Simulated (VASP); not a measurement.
MgCdSe:

```
Mg Cd Se
1.0
     2.15217   -4.04790    0.00000
     2.15217    4.04790    0.00000
     0.00000    0.00000    4.48323
Mg Cd Se
1 1 1
Direct
  0.00000 0.00000 0.00000
  0.00000 0.00000 0.50000
  0.50000 0.50000 0.00000
```

* Program: VASP 6.6.1
* Task: relaxation of cell and atoms
* Functional: PBE
* Potentials or basis: VASP PAW PBE potentials, release 64 (Mg, Cd, Se)
* Cutoff: 600 eV
* k mesh: 4 × 4 × 4
* Occupations: gaussian, width 0.1 eV
* Spin: no spin polarisation

At the start: pressure 26.4 GPa; volume 26.04 Å³/atom.

Question: Where does the relaxation end?

Answer: Over 21 steps the energy falls by 1405.7 meV/atom and the volume is 29.24 Å³/atom (+12.3 %); space group P4/mmm (No. 123, to 0.05 Å).

The path:
| step | energy change (eV) | largest force (eV/Å) | pressure (GPa) | volume (Å³) |
| --- | --- | --- | --- | --- |
| 1 | 0.0000 | 0.0000 | 26.40 | 78.11 |
| 2 | -2.7768 | 0.0000 | -3.98 | 133.72 |
| 3 | -3.1186 | 0.0000 | -0.44 | 111.06 |
| 4 | -3.1216 | 0.0000 | -1.20 | 113.88 |
| 5 | -3.1227 | 0.0000 | -0.96 | 113.00 |
| 6 | -3.3065 | 0.0000 | -0.47 | 110.83 |
| 7 | -3.3446 | 0.0000 | 0.42 | 108.84 |
| 8 | -3.4565 | 0.0000 | -0.65 | 109.22 |
| 9 | -3.7944 | 0.0000 | -2.46 | 108.09 |
| 10 | -2.6338 | 0.0000 | 6.51 | 94.43 |
| 11 | -3.8669 | 0.0000 | -2.57 | 107.46 |
| 12 | -4.0501 | 0.0000 | -1.38 | 102.60 |
| 13 | -4.0178 | 0.0000 | -2.40 | 105.43 |
| 14 | -4.0478 | 0.0000 | -2.20 | 104.63 |
| 15 | -4.0540 | 0.0000 | 1.12 | 94.72 |
| 16 | -4.1051 | 0.0000 | -0.75 | 99.21 |
| 17 | -4.1635 | 0.0000 | -0.56 | 95.92 |
| 18 | -4.2086 | 0.0000 | -0.31 | 90.92 |
| 19 | -4.2132 | 0.0000 | -0.14 | 88.83 |
| 20 | -4.2170 | 0.0000 | 0.06 | 87.92 |
| 21 | -4.2171 | 0.0000 | 0.12 | 87.72 |

Final structure:
```
Mg Cd Se
1.0
     2.62428   -2.62583    0.00000
     2.62428    2.62583    0.00000
     0.00000    0.00000    6.36495
Mg Cd Se
1 1 1
Cartesian
  0.0000 0.0000 0.0000
  0.0000 0.0000 3.1825
  2.6243 0.0000 0.0000
```
